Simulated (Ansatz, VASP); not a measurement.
## One calculation of CuI, two programs

```xyz
2
Lattice="0.0000 3.0083 3.0083 3.0083 0.0000 3.0083 3.0083 3.0083 0.0000" Properties=species:S:1:pos:R:3 pbc="T T T"
Cu    1.5042    1.5042    1.5042
I     0.0000    0.0000    0.0000
```

Alike in both runs: task single point; functional PBE; k mesh 8 × 8 × 8; occupations gaussian, width 0.02 eV; no spin polarisation.

|  | VASP | Ansatz |
| --- | --- | --- |
| version | VASP 6.6.1 | Ansatz 0.2.0 |
| potentials or method | VASP PAW PBE potentials, release 64 (Cu, I), cutoff 520 eV | scalar-relativistic, plane waves, PAW |
| valence electrons in the cell | 18 | 36 |

```tsv
	VASP	Ansatz	Ansatz less VASP
gap on the k mesh at the Fermi level (eV)	1.21	1.18	-0.023
least direct gap on the mesh (eV)	1.21	1.18	-0.023
pressure (GPa)	1.3	1.3	+0.01
```

VASP's potentials hold 18 valence electrons a cell and Ansatz's 36, so a difference there can come from the potentials and not from the codes.

Neither program's run includes spin-orbit coupling.
